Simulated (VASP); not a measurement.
# Ti (Im-3m) in VASP: a series of runs

The runs below take Ti through single point, relaxation of cell and atoms, with PBEsol.

Everything below comes from runs of VASP 6.6.1. Logs are shortened: lines on timing, memory, paths and dates and some standing lists are left out, and cuts for length are marked.

### 1 The cell of the first run

It takes space group Im-3m (No. 229, cubic). Conventional cell: a = 3.209 Å, b = 3.209 Å, c = 3.209 Å, α = 90.00°, β = 90.00°, γ = 90.00°. Ti (site symmetry m-3m) has 14 Ti at 2.78 to 3.21 Å within 3.7 Å.

### 2 Single point, PBEsol

The input, INCAR:

```
SYSTEM = Ti
  PREC = Accurate
  ENCUT = 520
  EDIFF = 1E-6
  ISMEAR = -1
  SIGMA = 0.05
  LREAL = .FALSE.
  LASPH = .TRUE.
  NELM = 60
  ALGO = Fast
  ISIF = 2
  LWAVE = .FALSE.
  LCHARG = .FALSE.
  GGA = PS
  NBANDS = 12
```

The input, KPOINTS:

```
Automatic mesh
0
G
  11 11 11
  0 0 0
```

The input, POSCAR:

```
Ti
1.0
   -1.6045445740      1.6045445740      1.6045445740
    1.6045445740     -1.6045445740      1.6045445740
    1.6045445740      1.6045445740     -1.6045445740
Ti
1
Direct
    0.0000000000      0.0000000000      0.0000000000
```

Potentials or basis: VASP PAW PBE potentials, release 64 (Ti_sv).

Command:

```console
> cat potpaw_PBE.64/Ti_sv/POTCAR > POTCAR
> mpirun -np 1 vasp_std > vasp.out
```

OUTCAR:

```text
SYSTEM = Ti
   PREC = Accurate
   ENCUT = 520
   EDIFF = 1E-6
   ISMEAR = -1
   LREAL = .FALSE.
   LASPH = .TRUE.
   NELM = 60
   ISIF = 2
   GGA = PS

 ion  position               nearest neighbor table
   1  0.000  0.000  0.000-

  LATTYP: Found a body centered cubic cell.
 ALAT       =     3.2090891480

  Lattice vectors:

 A1 = (  -1.6045445740,   1.6045445740,   1.6045445740)
 A2 = (   1.6045445740,  -1.6045445740,   1.6045445740)
 A3 = (   1.6045445740,   1.6045445740,  -1.6045445740)

Analysis of symmetry for initial positions (statically):
=====================================================================
 Subroutine PRICEL returns:
 Original cell was already a primitive cell.

 Routine SETGRP: Setting up the symmetry group for a
 body centered cubic supercell.

 Subroutine GETGRP returns: Found 48 space group operations
[... 9 lines left out ...]

 Routine SETGRP: Setting up the symmetry group for a
 body centered cubic supercell.

 Subroutine GETGRP returns: Found 48 space group operations
[... 11 lines left out ...]
                                     Primitive cell

  volume of cell :      16.5240

  direct lattice vectors                    reciprocal lattice vectors
    -1.604544574  1.604544574  1.604544574     0.000000000  0.311614902  0.311614902
     1.604544574 -1.604544574  1.604544574     0.311614902  0.000000000  0.311614902
     1.604544574  1.604544574 -1.604544574     0.311614902  0.311614902  0.000000000

  length of vectors
     2.779152725  2.779152725  2.779152725     0.440690020  0.440690020  0.440690020

  position of ions in fractional coordinates (direct lattice)
     0.000000000  0.000000000  0.000000000

  ion indices of the primitive-cell ions
   primitive index   ion index
                 1           1

----------------------------------------------------------------------------------------

 KPOINTS: Automatic mesh

Automatic generation of k-mesh.
 Grid dimensions read from file:
 generate k-points for:   11   11   11

 Generating k-lattice:

  Cartesian coordinates                     Fractional coordinates (reciprocal lattice)
     0.000000000  0.028328627  0.028328627     0.090909091  0.000000000  0.000000000
     0.028328627  0.000000000  0.028328627     0.000000000  0.090909091  0.000000000
     0.028328627  0.028328627  0.000000000     0.000000000  0.000000000  0.090909091

  Length of vectors
     0.040062729  0.040062729  0.040062729

  Shift w.r.t. Gamma in fractional coordinates (k-lattice)
     0.000000000  0.000000000  0.000000000

 Subroutine IBZKPT returns following result:
 ===========================================

 Found     56 irreducible k-points:

 Following reciprocal coordinates:
            Coordinates               Weight
  0.000000  0.000000  0.000000      1.000000
  0.090909  0.000000  0.000000     12.000000
  0.181818  0.000000  0.000000     12.000000
  0.272727  0.000000  0.000000     12.000000
  0.363636  0.000000  0.000000     12.000000
  0.454545  0.000000  0.000000     12.000000
[... 16 lines left out ...]
  0.272727  0.181818  0.090909     48.000000
  0.363636  0.181818  0.090909     24.000000
 [... further k-points ...]
   k-points           NKPTS =     56   k-points in BZ     NKDIM =     56   number of bands    NBANDS=     12
   number of dos      NEDOS =    301   number of ions     NIONS =      1
   total plane-waves  NPLWV =  13824
   dimension x,y,z NGX =    24 NGY =   24 NGZ =   24
   dimension x,y,z NGXF=    48 NGYF=   48 NGZF=   48
   ions per type =               1
   NGX,Y,Z   is equivalent  to a cutoff of  14.36, 14.36, 14.36 a.u.
   NGXF,Y,Z  is equivalent  to a cutoff of  28.71, 28.71, 28.71 a.u.
 SYSTEM =  Ti
   PREC   = accura    normal or accurate (medium, high low for compatibility)
   ISTART =      0    job   : 0-new  1-cont  2-samecut
   ICHARG =      2    charge: 1-file 2-atom 10-const
   ISPIN  =      1    spin polarized calculation?
   LNONCOLLINEAR =      F non collinear calculations
   LSORBIT =      F    spin-orbit coupling
   LASPH  =      T    aspherical Exc in radial PAW
   ENCUT  =  520.0 eV  38.22 Ry    6.18 a.u.   5.17  5.17  5.17*2*pi/ulx,y,z
   NELM   =     60;   NELMIN=  2; NELMDL= -5     # of ELM steps
   EDIFF  = 0.1E-05   stopping-criterion for ELM
   LREAL  =      F    real-space projection
   EDIFFG = 0.1E-04   stopping-criterion for IOM
   NSW    =      0    number of steps for IOM
   IBRION =     -1    ionic relax: 0-MD 1-quasi-New 2-CG
   NFREE  =      0    steps in history (QN), initial steepest desc. (CG)
   ISIF   =      2    stress and relaxation
   ISYM   =      2    0-nonsym 1-usesym 2-fastsym
   POTIM  = 0.5000    time-step for ionic-motion
   TEBEG  =    0.0;   TEEND  =   0.0 temperature during run
   PSTRESS=    0.0 pullay stress
   NELECT =      12.0000    total number of electrons
   NUPDOWN=      -1.0000    fix difference up-down
   EMIN   =  10.00;   EMAX   =-10.00  energy-range for DOS
   EFERMI =   0.00;   METHOD = LEGACY
   ISMEAR =    -1;   SIGMA  =   0.05  broadening in eV -4-tet -1-fermi 0-gaus
   EFERMI_NEDOS =   21; number of points for ismear=-14 and -15
   IALGO  =     68    algorithm
   IMIX   =      4    mixing-type and parameters
     AMIX     =   0.40;   BMIX     =  1.00
     AMIX_MAG =   1.60;   BMIX_MAG =  1.00
  volume/ion in A,a.u.               =      16.52       111.51
  Fermi-wavevector in a.u.,A,eV,Ry     =   1.471511  2.780752 29.461295  2.165344
  Thomas-Fermi vector in A             =   2.586638
   LORBIT       =      0    0 simple, 1 ext, 2 COOP (PROOUT), +10 PAW based schemes
   GGA     = PS    functional components
   LHFCALC =     F    Hartree Fock is set to
   AEXX    =    0.0000 exact exchange contribution
   IVDW    =     0    specifies the selected vdW correction
   LEPSILON=     F    determine dielectric tensor
   LRPA    =     F    only Hartree local field effects (RPA)
 non-spin polarized calculation
 RMM-DIIS sequential band-by-band and
  energy-cutoff  :      520.00
  volume of cell :       16.52
 maximum number of plane-waves:       458
 NGX is ok and might be reduce to    24
   NGX = 11   NGY = 11   NGZ = 11

 number of electron      12.0000001 magnetization

 Free energy of the ion-electron system (eV)
  ---------------------------------------------------
  ext. energy  EPLUGINS =         0.00000000
  ---------------------------------------------------
  free energy    TOTEN  =        -8.24440686 eV

  energy without entropy =       -8.22520904  energy(sigma->0) =       -8.23480795

 E-fermi :   8.4706     XC(G=0): -11.8706

 val. band max:        8.4510972547   @ k =   0.2727   0.0909   0.0909
 cond. band min:       8.4886828665   @ k =  -0.3636   0.3636   0.0909
 fundamental gap:      0.0375856118
 Fermi energy:         8.4705978659

 k-point     1 :       0.0000    0.0000    0.0000
  band No.  band energies     occupation
      1     -47.7097      2.00000
      2     -23.5968      2.00000
      3     -23.5968      2.00000
      4     -23.5968      2.00000
      5       2.4248      2.00000
      6       9.5153      0.00000
      7       9.5153      0.00000
      8       9.5153      0.00000
      9      11.4003      0.00000
     10      11.4003      0.00000
     11      26.2572      0.00000
     12      26.2572      0.00000

 k-point     2 :       0.0909    0.0000    0.0000
  band No.  band energies     occupation
      1     -47.6968      2.00000
      2     -23.6633      2.00000
      3     -23.6170      2.00000
      4     -23.5973      2.00000
      5       2.7197      2.00000
      6       9.3783      0.00000
      7       9.4707      0.00000
      8       9.7350      0.00000
      9      11.2487      0.00000
     10      11.4090      0.00000
     11      25.8761      0.00000
     12      26.2534      0.00000

 k-point     3 :       0.1818    0.0000    0.0000
  band No.  band energies     occupation
      1     -47.6622      2.00000
      2     -23.8390      2.00000
      3     -23.6708      2.00000
      4     -23.5986      2.00000
      5       3.5412      2.00000
      6       9.0303      0.00003
      7       9.2358      0.00000
      8      10.3598      0.00000
      9      11.0598      0.00000
     10      11.4483      0.00000
     11      24.5160      0.00000
     12      25.6310      0.00000

 k-point     4 :       0.2727    0.0000    0.0000
  band No.  band energies     occupation
      1     -47.6166      2.00000
      2     -24.0636      2.00000
      3     -23.7406      2.00000
      4     -23.6004      2.00000
      5       4.6623      2.00000
      6       8.6110      0.11387
      7       8.8823      0.00053
      8      11.1288      0.00000
      9      11.2782      0.00000
     10      11.5372      0.00000
     11      22.2468      0.00000
     12      24.3256      0.00000

 k-point     5 :       0.3636    0.0000    0.0000
  band No.  band energies     occupation
      1     -47.5743      2.00000
      2     -24.2650      2.00000
      3     -23.8041      2.00000
      4     -23.6020      2.00000
      5       5.5739      2.00000
      6       8.2556      1.97323
      7       8.9820      0.00007
      8      11.3130      0.00000
      9      11.6614      0.00000
     10      12.2680      0.00000
     11      19.8080      0.00000
     12      23.0643      0.00000

 k-point     6 :       0.4545    0.0000    0.0000
  band No.  band energies     occupation
      1     -47.5489      2.00000
      2     -24.3824      2.00000
      3     -23.8414      2.00000
      4     -23.6030      2.00000
      5       5.8785      2.00000
      6       8.0560      1.99950
      7       9.6414      0.00000
      8      11.3971      0.00000
      9      11.7576      0.00000
     10      12.9579      0.00000
     11      18.0867      0.00000
     12      22.3313      0.00000

 k-point     7 :       0.0909    0.0909    0.0000
  band No.  band energies     occupation
      1     -47.6731      2.00000
      2     -23.7838      2.00000
      3     -23.6396      2.00000
      4     -23.6131      2.00000
      5       3.2806      2.00000
      6       9.1891      0.00000
      7       9.2525      0.00000
      8      10.1891      0.00000
      9      11.0327      0.00000
     10      11.4740      0.00000
     11      25.1288      0.00000
     12      25.8436      0.00000

 k-point     8 :       0.1818    0.0909    0.0000
  band No.  band energies     occupation
      1     -47.6330      2.00000
      2     -23.9742      2.00000
      3     -23.7049      2.00000
      4     -23.6209      2.00000
      5       4.2775      2.00000
      6       8.7995      0.00278
      7       8.9042      0.00034
      8      10.9279      0.00000
      9      11.0149      0.00000
     10      11.5902      0.00000
     11      23.4847      0.00000
     12      24.5976      0.00000
[... 166 lines left out ...]
 k-point    20 :       0.3636    0.0909    0.0909
  band No.  band energies     occupation
      1     -47.5447      2.00000
      2     -24.3237      2.00000
      3     -23.8816      2.00000
      4     -23.6636      2.00000
      5       6.3824      2.00000
      6       7.9248      1.99996
      7       9.0048      0.00005
      8      11.5039      0.00000
      9      11.7783      0.00000
     10      13.9925      0.00000
     11      18.0030      0.00000
     12      21.6861      0.00000

 k-point    21 :      -0.0909    0.0909    0.0909
  band No.  band energies     occupation
      1     -47.6843      2.00000
      2     -23.6864      2.00000
      3     -23.6375      2.00000
      4     -23.6375      2.00000
      5       3.0067      2.00000
      6       9.4708      0.00000
      7       9.4708      0.00000
      8       9.7355      0.00000
      9      10.8798      0.00000
     10      11.5867      0.00000
     11      25.3852      0.00000
     12      26.7295      0.00000

 k-point    22 :       0.1818    0.1818    0.0909
  band No.  band energies     occupation
      1     -47.5710      2.00000
      2     -24.2126      2.00000
      3     -23.7953      2.00000
      4     -23.7004      2.00000
      5       6.2270      2.00000
      6       8.0297      1.99970
      7       8.1577      1.99617
      8      11.4122      0.00000
      9      11.6776      0.00000
     10      13.2259      0.00000
     11      21.1711      0.00000
     12      21.3751      0.00000

 k-point    23 :       0.2727    0.1818    0.0909
  band No.  band energies     occupation
      1     -47.5462      2.00000
      2     -24.2508      2.00000
      3     -23.9001      2.00000
      4     -23.7196      2.00000
      5       6.8856      2.00000
      6       7.8715      1.99999
      7       8.2823      1.95476
      8      11.5385      0.00000
      9      11.7853      0.00000
     10      14.4485      0.00000
     11      18.8962      0.00000
     12      20.4606      0.00000

 k-point    24 :       0.3636    0.1818    0.0909
  band No.  band energies     occupation
      1     -47.5369      2.00000
      2     -24.2531      2.00000
      3     -23.9528      2.00000
      4     -23.7250      2.00000
      5       6.9516      2.00000
      6       7.8328      1.99999
      7       8.5888      0.17189
      8      11.6055      0.00000
      9      11.8154      0.00000
     10      15.2239      0.00000
     11      17.6163      0.00000
     12      20.1385      0.00000

 [... further k-points ...]
[... 5 lines left out ...]
  --------------------------------------------------------------------------------------
  -------------------------------------------------------------------------------------
  Total       -0.0334631     -0.0334631     -0.0334631      0.0000000     -0.0000000      0.0000000
  in kB       -3.2446006     -3.2446006     -3.2446006      0.0000000     -0.0000000      0.0000000
  external PRESSURE =      -3.2446006 kB  Pullay stress =       0.0000000 kB

 VOLUME and BASIS-vectors are now :
 -----------------------------------------------------------------------------
  energy-cutoff  :      520.00
  volume of cell :       16.52
      direct lattice vectors                 reciprocal lattice vectors
    -1.604544574  1.604544574  1.604544574     0.000000000  0.311614902  0.311614902
     1.604544574 -1.604544574  1.604544574     0.311614902  0.000000000  0.311614902
     1.604544574  1.604544574 -1.604544574     0.311614902  0.311614902  0.000000000

 POSITION                                       TOTAL-FORCE (eV/Angst)
 -----------------------------------------------------------------------------------
      0.00000      0.00000      0.00000        -0.000000     -0.000000      0.000000
 -----------------------------------------------------------------------------------
    total drift:                                0.000000      0.000000      0.000000

  FREE ENERGIE OF THE ION-ELECTRON SYSTEM (eV)
  ---------------------------------------------------
  free  energy   TOTEN  =        -8.2444068611 eV

  energy  without entropy=       -8.2252090446  energy(sigma->0) =       -8.23480795
```

Wall time 7.3 s (1 thread of Intel Xeon 6975P-C (Granite Rapids), shared host); peak memory 0.14 GiB.

Results:

```
Free energy            : -8.2444 eV
Pressure               : -0.3 GPa
Band gap on the k mesh : zero (band 6 reaches 9.53 eV, above the bottom of band 7 at 7.84 eV)
```

Caveat: the PAW data sets were made with another functional, which shifts forces and pressure a little.

[end of part 1 of 2]
